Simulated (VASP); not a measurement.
# C: single point with LDA

C:

```
CELL_PARAMETERS angstrom
0.00000 -4.23330 0.00000
-2.44557 -2.11665 -3.35975
2.44557 -2.11665 -3.35975
ATOMIC_POSITIONS crystal
C 0.77193 0.53068 0.46932
C 0.83329 0.00000 0.00000
C 0.33329 0.75000 0.25000
C 0.33329 0.25000 0.75000
C 0.16671 0.50000 0.50000
C 0.16671 0.00000 0.00000
C 0.66671 0.75000 0.25000
C 0.66671 0.25000 0.75000
```

This cell differs from its parent crystal: atom 1 (C) moved +0.300 Å towards its neighbour atom 3 (C) at 2.444 Å.

```json
{
 "Program": "VASP 6.6.1",
 "Task": "single point",
 "Functional": "LDA",
 "Potentials or basis": "VASP PAW LDA potentials, release 64 (C)",
 "Cutoff": "520 eV",
 "k mesh": "10 × 10 × 10",
 "Occupations": "gaussian, width 0.03 eV",
 "Spin": "no spin polarisation"
}
```

```yaml
Pressure: 12.8 GPa
Largest_force: 24.349 eV/Å
Band_gap_on_the_k_mesh: 0.40 eV, indirect (least direct gap 0.54 eV)
```

Forces on the atoms (eV/Å):
```
C    19.122 -15.074   0.000
C    -1.582  -1.214   0.000
C    -0.085   2.065   0.000
C     0.199   1.048   0.000
C    -1.627   2.362   0.000
C     0.341   0.814   0.000
C   -14.638   7.784   0.000
C    -1.730   2.215   0.000
```

Stress tensor (GPa, compression positive):
```
 30.89 -10.78   0.00
-10.78   7.85   0.00
  0.00   0.00  -0.27
```

Levels at points of the mesh, in eV from the valence-band top:
```csv
k point,band 14,band 15,band 16,band 17,band 18,band 19
"(0.00, 0.00, 0.00)",-3.03,-2.91,-1.44,1.69,2.96,3.98
"(0.50, 0.00, 0.00)",-4.30,-2.53,-1.60,1.05,1.95,5.58
"(0.00, 0.50, 0.00)",-3.27,-1.71,-0.82,1.04,2.38,7.40
"(0.50, 0.50, 0.00)",-4.49,-3.87,-3.51,4.86,5.28,5.47
"(0.50, 0.00, 0.50)",-4.51,-4.05,-3.00,4.28,5.38,5.83
"(0.00, 0.50, 0.50)",-1.60,-1.42,-1.35,1.85,2.53,3.74
```

Wall time 9 min on 1 thread of Intel Xeon 8259CL (shared host), peak memory 0.41 GiB.

Caveat: the cell differs from its parent crystal (atom 1 (C) moved +0.300 Å towards its neighbour atom 3 (C) at 2.444 Å); forces of over 1 eV/Å act on the atoms, so gaps and moduli don't describe the material at rest. A k mesh can miss the band edges.
